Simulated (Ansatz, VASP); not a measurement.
## SiC4: VASP beside Ansatz

```
Si C
1.0
    -2.06946    2.06946    3.68582
     2.06946   -2.06946    3.68582
     2.06946    2.06946   -3.68582
Si C
1 4
Cartesian
  0.0000 0.0000 -1.2753
  1.3378 1.3378 -1.2774
  0.7316 0.7316 2.4085
  0.7316 -0.7316 2.4085
  -0.7316 0.7316 2.4085
```

Alike in both runs: functional PBE; k mesh 6 × 6 × 6; occupations gaussian, width 0.1 eV; no spin polarisation.

Ansatz relaxed the structure, and its values are those at the end. VASP's run is a single point on that final structure, the one shown.

|  | VASP | Ansatz |
| --- | --- | --- |
| version | VASP 6.6.1 | Ansatz 0.2.0 |
| potentials or method | VASP PAW PBE potentials, release 64 (Si, C_h), cutoff 1300 eV | scalar-relativistic, plane waves, PAW |
| valence electrons in the cell | 20 | 20 |

|  | VASP | Ansatz | Ansatz less VASP |
| --- | --- | --- | --- |
| gap on the k mesh at the Fermi level (eV) | none | none | - |
| pressure (GPa) | -0.1 | 0.0 | +0.11 |
| rms of the force components (eV/Å) | 0.007 | 0.003 | -0.0032 |

A gap of «none» marks a metal or a gap that the smearing closes. The functional is the same, so the differences come from potentials, cutoffs and numerics.
